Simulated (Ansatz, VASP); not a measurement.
**Re in VASP and in Ansatz**

The input INCAR:

```
SYSTEM = Re
ALGO = Normal ; EDIFF = 1E-6
ENCUT = 520 ; GGA = PS
ISIF = 2 ; ISMEAR = -1
LASPH = .TRUE. ; LCHARG = .TRUE.
LELF = .TRUE. ; LREAL = .FALSE.
LVHAR = .TRUE. ; LWAVE = .FALSE.
NBANDS = 18 ; NELM = 60
PREC = Accurate ; SIGMA = 0.05
```

The input KPOINTS:

```
k-points
0
G
  15 15 15
  0 0 0
```

The input POSCAR:

```
Re
1.0
    1.3930884735      0.8043000052      6.7429710243
   -1.3930884735      0.8043000052      6.7429710243
    0.0000000000     -1.6086000104      6.7429710243
Re
3
Direct
    0.0000000000      0.0000000000      0.0000000000
    0.2221738800      0.2221738800      0.2221738800
    0.7778261200      0.7778261200      0.7778261200
```

Input for Ansatz:

```yaml
crystal:
  lattice:
    - [1.3930884735, 0.8043000052, 6.7429710243]
    - [-1.3930884735, 0.8043000052, 6.7429710243]
    - [0.0, -1.6086000104, 6.7429710243]
  atoms:
    - { symbol: Re, position: [0.0, 0.0, 0.0] }
    - { symbol: Re, position: [0.22217388, 0.22217388, 0.22217388] }
    - { symbol: Re, position: [0.77782612, 0.77782612, 0.77782612] }
kpoints:
  mp_grid: { grid: [15, 15, 15] }
  band_path:
    path:
      - [0.0, 0.0, 0.0]
      - [0.5, 0.5, 0.5]
      - [0.823848225, 0.176151775, 0.5]
      - [0.5, -0.176151775, 0.176151775]
      - [0.5, 0.0, 0.0]
      - [0.0, 0.0, 0.0]
      - [0.3380758875, -0.3380758875, 0.0]
      - [0.6619241125, 0.0, 0.3380758875]
      - [0.5, 0.0, 0.5]
    npoints: 5
scf:
  occupations: { method: fermi_dirac, width: 0.05 }
hamiltonian:
  xc: pbesol
  pseudopotentials: { kind: all_electron, lapw: { basis_error: 0.0005 } }
output:
  forces: true
  stress: true
  eigenvalues: true
```

Change from the starting cell: volume scaled by 1.02.

Alike in both runs: task single point; functional PBEsol; k mesh 15 × 15 × 15; occupations fermi-dirac, width 0.05 eV; no spin polarisation.

|  | VASP | Ansatz |
| --- | --- | --- |
| version | VASP 6.6.1 | Ansatz 0.2.0 |
| potentials or method | VASP PAW PBE potentials, release 64 (Re), cutoff 520 eV | all-electron LAPW, scalar-relativistic |

```tsv
	VASP	Ansatz	Ansatz less VASP
pressure (GPa)	-13.7	-13.3	+0.41
traceless stress, the component that is largest in VASP (GPa)	-0.70	-0.63	+0.065
rms of the force components (eV/Å)	0.009	0.007	-0.0025
```

VASP's potentials were made for PBE, not for PBEsol. Atom by atom the forces differ by 0.003 eV/Å (rms over components). Ansatz ran all-electron here, and VASP with PAW potentials.

Neither program's run includes spin-orbit coupling.
